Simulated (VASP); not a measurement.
Set up this calculation in VASP 6.6.1, as the native input.

```yaml
Task: single point
Functional: PBE
Potentials_or_basis: VASP PAW PBE potentials, release 64 (Ti_sv, O)
Cutoff: 520 eV
k_mesh: 8 × 8 × 8
Occupations: gaussian, width 0.01 eV
Spin: no spin polarisation
Dipole_correction: no
Further_INCAR_settings: ALGO = Normal; EDIFF = 1e-06; NBANDS = 33
```

The structure of TiO2 lies in POSCAR:

```
TiO2
1.0
   -1.9251564484      1.9251564484      4.8404137054
    1.9251564484     -1.9251564484      4.8404137054
    1.9251564484      1.9251564484     -4.8404137054
Ti O
2 4
Direct
    0.0000000000      0.0000000000      0.0000000000
    0.7500000000      0.2500000000      0.5000000000
    0.2081000000      0.2081000000      0.0000000000
    0.9581000000      0.4581000000      0.5000000000
    0.5419000000      0.0419000000      0.5000000000
    0.7919000000      0.7919000000      0.0000000000
```

These files were run (other wordings do the same):

INCAR

```
SYSTEM = TiO2
ALGO     = Normal         ! electronic algorithm
EDIFF    = 1E-6           ! SCF threshold, eV
ENCUT    = 520            ! plane-wave cutoff, eV
GGA      = PE             ! functional
ISIF     = 2              ! what is computed and relaxed
ISMEAR   = 0              ! smearing method
LASPH    = .TRUE.         ! aspherical terms in the spheres
LCHARG   = .FALSE.        ! write CHGCAR
LREAL    = .FALSE.        ! projectors in reciprocal space
LWAVE    = .FALSE.        ! write WAVECAR
NBANDS   = 33             ! bands
NELM     = 80             ! most SCF steps
PREC     = Accurate       ! precision mode
SIGMA    = 0.01           ! smearing width, eV
```

KPOINTS

```
k-points
0
G
  8 8 8
  0 0 0
```

Potentials or basis: VASP PAW PBE potentials, release 64 (Ti_sv, O).

Launch:

```sh
$ cat potpaw_PBE.64/Ti_sv/POTCAR potpaw_PBE.64/O/POTCAR > POTCAR
$ mpirun -np 1 vasp_std > vasp.out
```

It gave:

The pressure is -4.9 GPa. The largest force is 0.169 eV/Å and the band gap on the k mesh is 2.02 eV (least direct gap 2.32 eV).

Caveat: the cell stands under tension.

It took 4.1 min on 1 thread of Intel(R) Xeon(R) Platinum 8124M CPU @ 3.00GHz (Skylake/Cascade Lake), on a shared host, peak memory 0.31 GiB.
